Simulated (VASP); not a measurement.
# MgO in VASP: further runs, part 2 of 2

VASP 6.6.1. The steps go on from the part before.

## 4. Single point, r2SCAN (in-plane strain +0.02)

POSCAR reads:

```
MgO
1.0
    2.1442108665      2.1442108665      0.0000000000
   -2.1442108665      2.1442108665      0.0000000000
    0.0000000000      2.1442108665      2.0769415060
Mg O
1 1
Direct
    0.0000000000      0.0000000000      0.0000000000
    0.5000000000      0.5000000000      0.0000000000
```

INCAR.step1 reads:

```
  PREC = Accurate
  ENCUT = 520
  ISMEAR = 0
  SIGMA = 0.01
  LREAL = False
  LASPH = True
  NELM = 100
  NBANDS = 11
  GGA = PE
  ALGO = Normal
  EDIFF = 1E-4
  LWAVE = True
  LCHARG = False
```

INCAR.step2 reads:

```
  PREC = Accurate
  ENCUT = 520
  EDIFF = 1E-6
  ISMEAR = 0
  SIGMA = 0.01
  LREAL = False
  LASPH = True
  NELM = 100
  ALGO = Normal
  ISIF = 2
  LWAVE = False
  LCHARG = False
  METAGGA = R2SCAN
  LMIXTAU = True
  NBANDS = 11
  ISTART = 1
```

KPOINTS reads:

```
Automatic mesh
0
Gamma
  10 10 10
```

Potentials or basis: VASP PAW PBE potentials, release 64 (Mg, O).

Started as:

```
$ cat potpaw_PBE.64/Mg/POTCAR potpaw_PBE.64/O/POTCAR > POTCAR
$ cp INCAR.step1 INCAR
$ mpirun -np 1 vasp_std > vasp.out
$ cp INCAR.step2 INCAR
$ mpirun -np 1 vasp_std > vasp.out
```

OUTCAR:

```text
PREC = Accurate
   ENCUT = 520
   EDIFF = 1E-6
   ISMEAR = 0
   LREAL = False
   LASPH = True
   NELM = 100
   ISIF = 2
   METAGGA = R2SCAN
   ISTART = 1

 ion  position               nearest neighbor table
   1  0.000  0.000  0.000-   2 2.08   2 2.08   2 2.14   2 2.14   2 2.14   2 2.14
   2  0.500  0.500  0.000-   1 2.08   1 2.08   1 2.14   1 2.14   1 2.14   1 2.14

  LATTYP: Found a body centered tetragonal cell.
 ALAT       =     3.0323720880
 C/A-ratio  =     1.3698460781

  Lattice vectors:

 A1 = (   2.1442108665,   0.0000000000,  -2.0769415060)
[... 513 lines left out ...]
      6      15.5748      0.00000
      7      16.0797      0.00000
      8      21.5187      0.00000
      9      22.2954      0.00000
     10      27.7397      0.00000
     11      31.0263      0.00000

 [... further k-points ...]
[... 5 lines left out ...]
  --------------------------------------------------------------------------------------
  -------------------------------------------------------------------------------------
  Total       -0.8576223     -0.8576223     -0.1173061      0.0000000      0.0000000     -0.0000000
  in kB      -71.9477806    -71.9477806     -9.8410646      0.0000000      0.0000000     -0.0000000
  external PRESSURE =     -51.2455420 kB  Pullay stress =       0.0000000 kB

 VOLUME and BASIS-vectors are now :
 -----------------------------------------------------------------------------
  energy-cutoff  :      520.00
  volume of cell :       19.10
      direct lattice vectors                 reciprocal lattice vectors
     2.144210866  2.144210866  0.000000000     0.233186021  0.233186021 -0.240738605
    -2.144210866  2.144210866  0.000000000    -0.233186021  0.233186021 -0.240738605
     0.000000000  2.144210866  2.076941506     0.000000000  0.000000000  0.481477209

 POSITION                                       TOTAL-FORCE (eV/Angst)
 -----------------------------------------------------------------------------------
      0.00000      0.00000      0.00000        -0.000000     -0.000000      0.000000
      0.00000      2.14421      0.00000         0.000000      0.000000      0.000000
 -----------------------------------------------------------------------------------
    total drift:                                0.000000     -0.000000     -0.000000

  FREE ENERGIE OF THE ION-ELECTRON SYSTEM (eV)
  ---------------------------------------------------
  free  energy   TOTEN  =       -16.1433167301 eV

  energy  without entropy=      -16.1433167301  energy(sigma->0) =      -16.14331673
```

Wall time 94 s (1 thread of Intel Xeon 8259CL, shared host); peak memory 0.16 GiB.

What came out:

```yaml
Free_energy: -16.1433 eV
Pressure: -5.1 GPa
Band_gap_on_the_k_mesh: 5.35 eV
```

Stress tensor (GPa, compression positive):
```
-7.19  0.00  0.00
 0.00 -7.19  0.00
 0.00  0.00 -0.98
```

Caveat: the cell differs from its parent crystal (in-plane strain +0.02); the cell stands under tension; the PAW data sets were made with another functional, which shifts forces and pressure a little.

## 5. Single point, r2SCAN (film at in-plane strain +0.02)

POSCAR, as its differences from that of step 4:

```diff
@@ -4,3 +4,3 @@
    -2.1442108665      2.1442108665      0.0000000000
-    0.0000000000      2.1442108665      2.0769415060
+    0.0000000000      2.1442108665      2.0779463653
 Mg O
```

INCAR.step1 reads:

```
ALGO = Normal ; EDIFF = 1E-5
ENCUT = 750 ; GGA = PE
GGA_COMPAT = F ; ISMEAR = 0
LASPH = T ; LCHARG = F
LREAL = F ; LWAVE = T
NBANDS = 15 ; NELM = 120
PREC = Accurate ; SIGMA = 0.01
```

INCAR.step2 reads:

```
ALGO = Normal ; EDIFF = 1E-6
ENCUT = 750 ; GGA_COMPAT = F
ISIF = 2 ; ISMEAR = 0
ISTART = 1 ; LASPH = T
LCHARG = F ; LMIXTAU = T
LREAL = F ; LWAVE = F
METAGGA = R2SCAN ; NBANDS = 15
NELM = 120 ; PREC = Accurate
SIGMA = 0.01
```

KPOINTS reads:

```
k-points
0
Gamma
  10 10 10
```

Potentials or basis: VASP PAW PBE potentials, release 64 (Mg_sv, O).

Started as:

```
$ cat potpaw_PBE.64/Mg_sv/POTCAR potpaw_PBE.64/O/POTCAR > POTCAR
$ cp INCAR.step1 INCAR
$ mpirun -np 1 vasp_std > vasp.out
$ cp INCAR.step2 INCAR
$ mpirun -np 1 vasp_std > vasp.out
```

OUTCAR:

```text
EDIFF = 1E-6
   ENCUT = 750
   ISIF = 2
   ISMEAR = 0
   ISTART = 1
   LASPH = T
   LREAL = F
   METAGGA = R2SCAN
   NELM = 120
   PREC = Accurate

 ion  position               nearest neighbor table
   1  0.000  0.000  0.000-   2 2.08   2 2.08
   2  0.500  0.500  0.000-   1 2.08   1 2.08

  LATTYP: Found a body centered tetragonal cell.
 ALAT       =     3.0323720880
 C/A-ratio  =     1.3705088327

  Lattice vectors:

[... 616 lines left out ...]

 [... further k-points ...]

------------------------ aborting loop because EDIFF is reached ----------------------------------------

  FORCE on cell =-STRESS in cart. coord.  units (eV):
  Direction    XX          YY          ZZ          XY          YZ          ZX
  --------------------------------------------------------------------------------------
  -------------------------------------------------------------------------------------
  Total       -0.7261510     -0.7261510     -0.0022235      0.0000000      0.0000000      0.0000000
  in kB      -60.8889129    -60.8889129     -0.1864459      0.0000000      0.0000000      0.0000000
  external PRESSURE =     -40.6547573 kB  Pullay stress =       0.0000000 kB

 VOLUME and BASIS-vectors are now :
 -----------------------------------------------------------------------------
  energy-cutoff  :      750.00
  volume of cell :       19.11
      direct lattice vectors                 reciprocal lattice vectors
     2.144210866  2.144210866  0.000000000     0.233186021  0.233186021 -0.240622188
    -2.144210866  2.144210866  0.000000000    -0.233186021  0.233186021 -0.240622188
     0.000000000  2.144210866  2.077946365     0.000000000  0.000000000  0.481244375

 POSITION                                       TOTAL-FORCE (eV/Angst)
 -----------------------------------------------------------------------------------
      0.00000      0.00000      0.00000         0.000000     -0.000000      0.000000
      0.00000      2.14421      0.00000        -0.000000      0.000000      0.000000
 -----------------------------------------------------------------------------------
    total drift:                               -0.000000      0.000000     -0.000000

  FREE ENERGIE OF THE ION-ELECTRON SYSTEM (eV)
  ---------------------------------------------------
  free  energy   TOTEN  =       -16.1515091376 eV

  energy  without entropy=      -16.1515091376  energy(sigma->0) =      -16.15150914
```

OSZICAR.step1:

```text
N       E                     dE             d eps       ncg     rms          rms(c)
DAV:   1     0.154580235580E+03    0.15458E+03   -0.12710E+04  3068   0.162E+03
DAV:   2    -0.813770920437E+01   -0.16272E+03   -0.15374E+03  3781   0.419E+02
DAV:   3    -0.134077917435E+02   -0.52701E+01   -0.52481E+01  3894   0.743E+01
DAV:   4    -0.134800924538E+02   -0.72301E-01   -0.72289E-01  3620   0.858E+00
DAV:   5    -0.134814868974E+02   -0.13944E-02   -0.13944E-02  3887   0.976E-01    0.860E+00
DAV:   6    -0.119019493101E+02    0.15795E+01   -0.26210E+00  3319   0.148E+01    0.285E+00
DAV:   7    -0.118899237538E+02    0.12026E-01   -0.14069E-01  3606   0.339E+00    0.173E+00
DAV:   8    -0.118805605511E+02    0.93632E-02   -0.40017E-02  3676   0.224E+00    0.352E-01
DAV:   9    -0.118792487375E+02    0.13118E-02   -0.38839E-03  3515   0.570E-01    0.992E-02
DAV:  10    -0.118794525367E+02   -0.20380E-03   -0.29147E-04  3725   0.179E-01    0.499E-02
DAV:  11    -0.118794419361E+02    0.10601E-04   -0.27738E-05  3830   0.519E-02    0.585E-03
DAV:  12    -0.118794422202E+02   -0.28417E-06   -0.57011E-07  1852   0.103E-02
   1 F= -.11879442E+02 E0= -.11879442E+02  d E =-.162044E-20
```

Run time: 3.1 min. Hardware: 1 thread of Intel Xeon Platinum 8259CL at 2.50GHz (Skylake/Cascade Lake), shared host; peak memory 0.19 GiB.

What came out:

| Property | Result |
| --- | --- |
| Free energy | -16.1515 eV |
| Pressure | -4.1 GPa |
| Band gap on the k mesh | 5.39 eV |

Caveat: the cell differs from its parent crystal (film at in-plane strain +0.02); the cell stands under tension; the PAW data sets were made with another functional, which shifts forces and pressure a little.

## 6. The runs side by side

```csv
potentials or basis,cell,k mesh,cutoff (eV),smearing,mended,gap on the mesh (eV),pressure (GPa)
"VASP PAW PBE potentials, release 64 (Mg, O)","a = 2.973 Å, angles 60.0, 60.0, 90.0°, 2 atoms",14 × 14 × 14,520,fermi-dirac 0.08 eV,-,5.66,-1.1
"VASP PAW PBE potentials, release 64 (Mg, O)","a = 3.032, b = 3.032, c = 2.986 Å, angles 59.5, 59.5, 90.0°, 2 atoms",10 × 10 × 10,520,gaussian 0.01 eV,-,5.35,-5.2
"VASP PAW PBE potentials, release 64 (Mg, O)","a = 3.032, b = 3.032, c = 2.985 Å, angles 59.5, 59.5, 90.0°, 2 atoms",10 × 10 × 10,520,gaussian 0.01 eV,-,5.35,-5.1
"VASP PAW PBE potentials, release 64 (Mg_sv, O)","a = 3.032, b = 3.032, c = 2.986 Å, angles 59.5, 59.5, 90.0°, 2 atoms",10 × 10 × 10,750,gaussian 0.01 eV,yes,5.39,-4.1
```

Alike in all rows: task single point; level r2SCAN; no spin polarisation.

Caveats: the PAW data sets were made with another functional, which shifts forces and pressure a little; the cell stands under tension (at least some runs).

Absolute energies hang on the potentials; compare differences alone.
